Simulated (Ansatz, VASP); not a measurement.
**AgCl: VASP beside Ansatz**

```xyz
2
Lattice="3.3312 0.0000 -0.1832 0.0000 3.3312 -0.1832 -0.1832 -0.1832 3.3312" Properties=species:S:1:pos:R:3 pbc="T T T"
Ag    0.0000    0.0000    0.0000
Cl    1.5740    1.5740    1.4824
```

Change from the starting cell: engineering shear strain xz -0.1100, engineering shear strain yz -0.1100.

Alike in both runs: task single point; functional PBEsol; k mesh 10 × 10 × 10; occupations gaussian, width 0.05 eV; no spin polarisation.

|  | VASP | Ansatz |
| --- | --- | --- |
| version | VASP 6.6.1 | Ansatz 0.2.0 |
| potentials or method | VASP PAW PBE potentials, release 64 (Ag, Cl), cutoff 520 eV | scalar-relativistic, plane waves, PAW |
| valence electrons in the cell | 18 | 26 |

|  | VASP | Ansatz | Ansatz less VASP |
| --- | --- | --- | --- |
| gap on the k mesh at the Fermi level (eV) | 0.20 | 0.20 | -0.001 |
| least direct gap on the mesh (eV) | 2.13 | 2.12 | -0.004 |
| pressure (GPa) | 1.0 | 1.2 | +0.13 |
| traceless stress, the component that is largest in VASP (GPa) | -0.88 | -0.86 | +0.016 |

VASP's potentials were made for PBE, not for PBEsol. With one functional, cell and mesh, what is left measures potentials, basis and numerics. VASP's potentials hold 18 valence electrons a cell and Ansatz's 26, so a difference there can come from the potentials and not from the codes.
